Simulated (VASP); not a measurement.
Wanted: the native input for a VASP 6.6.1 run.

| Item | Value |
| --- | --- |
| Task | single point |
| Functional | r2SCAN |
| Potentials or basis | VASP PAW PBE potentials, release 64 (Ta_pv, N) |
| Cutoff | 520 eV |
| k mesh | 6 × 6 × 4 |
| Occupations | gaussian, width 0.1 eV |
| Spin | no spin polarisation |
| Dipole correction | no |
| Further INCAR settings | ALGO = Normal; EDIFF = 1e-06; NBANDS = 50 |

Ta2N:

```
Ta N
1.0
     5.29657    0.00000    0.00000
    -2.64829    4.58697    0.00000
     0.00000    0.00000    4.93918
Ta N
6 3
Direct
  0.66636 0.66636 0.75362
  0.00000 0.33364 0.75362
  0.33364 0.00000 0.75362
  0.33364 0.33364 0.24638
  0.00000 0.66636 0.24638
  0.66636 0.00000 0.24638
  0.66667 0.33333 0.50000
  0.33333 0.66667 0.50000
  0.00000 0.00000 0.00000
```

One way to write it, as run:

POSCAR

```
Ta2N
1.0
    5.2965720500      0.0000000000      0.0000000000
   -2.6482860300      4.5869659500      0.0000000000
    0.0000000000      0.0000000000      4.9391825700
Ta N
6 3
Direct
    0.6663616800      0.6663616800      0.7536182600
    0.0000000000      0.3336383200      0.7536182600
    0.3336383200      0.0000000000      0.7536182600
    0.3336383200      0.3336383200      0.2463817400
    0.0000000000      0.6663616800      0.2463817400
    0.6663616800      0.0000000000      0.2463817400
    0.6666666700      0.3333333300      0.5000000000
    0.3333333300      0.6666666700      0.5000000000
    0.0000000000      0.0000000000      0.0000000000
```

INCAR.step1

```
PREC = Accurate
ENCUT = 520
ISMEAR = 0
SIGMA = 0.1
LREAL = F
LASPH = T
NELM = 100
NBANDS = 50
GGA = PE
ALGO = Normal
EDIFF = 1E-4
LWAVE = T
LCHARG = F
```

INCAR.step2

```
PREC = Accurate
ENCUT = 520
EDIFF = 1E-6
ISMEAR = 0
SIGMA = 0.1
LREAL = F
LASPH = T
NELM = 100
ALGO = Normal
ISIF = 2
LWAVE = F
LCHARG = T
METAGGA = R2SCAN
LMIXTAU = T
LELF = T
LVHAR = T
NBANDS = 50
ISTART = 1
```

KPOINTS

```
Automatic mesh
0
Gamma
  6 6 4
```

Potentials or basis: VASP PAW PBE potentials, release 64 (Ta_pv, N).

Launch:

```sh
$ cat potpaw_PBE.64/Ta_pv/POTCAR potpaw_PBE.64/N/POTCAR > POTCAR
$ cp INCAR.step1 INCAR
$ mpirun -np 1 vasp_std > vasp.out
$ cp INCAR.step2 INCAR
$ mpirun -np 1 vasp_std > vasp.out
```

It gave:

- Pressure: -0.1 GPa
- Largest force: 0.030 eV/Å
- Band gap on the k mesh: zero (an odd number of electrons rules out a gap without spin polarisation)

Caveat: the PAW data sets were made with another functional, which shifts forces and pressure a little; spin-orbit coupling is left out, which moves the levels of the heavy elements.

It took 7.5 min on 1 thread of Intel(R) Xeon(R) Platinum 8259CL CPU @ 2.50GHz (Skylake/Cascade Lake), with other jobs on the host, peak memory 0.32 GiB.
